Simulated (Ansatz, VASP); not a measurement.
**One calculation of TaCuF3, two programs**

```
Ta F Cu
1.0
     4.17934    0.00000    0.00000
     0.00000    4.17934    0.00000
     0.00000    0.00000    4.17934
Ta F Cu
1 3 1
Direct
  0.00000 0.00000 0.00000
  0.50000 0.00000 0.00000
  0.00000 0.50000 0.00000
  0.00000 0.00000 0.50000
  0.50000 0.50000 0.50000
```

Alike in both runs: functional PBE; dispersion D3(BJ); k mesh 8 × 8 × 8; occupations gaussian, width 0.1 eV; collinear spin.

Ansatz relaxed the structure, and its values are those at the end. VASP's run is a single point on that final structure, the one shown.

|  | VASP | Ansatz |
| --- | --- | --- |
| version | VASP 6.6.1 | Ansatz 0.2.0 |
| potentials or method | VASP PAW PBE potentials, release 64 (Ta_pv, F, Cu), cutoff 520 eV | scalar-relativistic, plane waves, PAW |
| valence electrons in the cell | 43 | 53 |

|  | VASP | Ansatz | Ansatz less VASP |
| --- | --- | --- | --- |
| gap on the k mesh at the Fermi level (eV) | none | none | - |
| pressure (GPa) | 0.1 | 0.0 | -0.06 |
| net moment per atom (μB) | 0.40 | 0.40 | +0.001 |
| size of the moment on the site where the two differ most (μB) | 1.35 | 0.78 | -0.568 |

Site moments also hang on the region over which each program counts them. A gap of «none» marks a metal or a gap that the smearing closes. VASP's potentials hold 43 valence electrons a cell and Ansatz's 53, so a difference there can come from the potentials and not from the codes.

Spin-orbit coupling is off throughout.
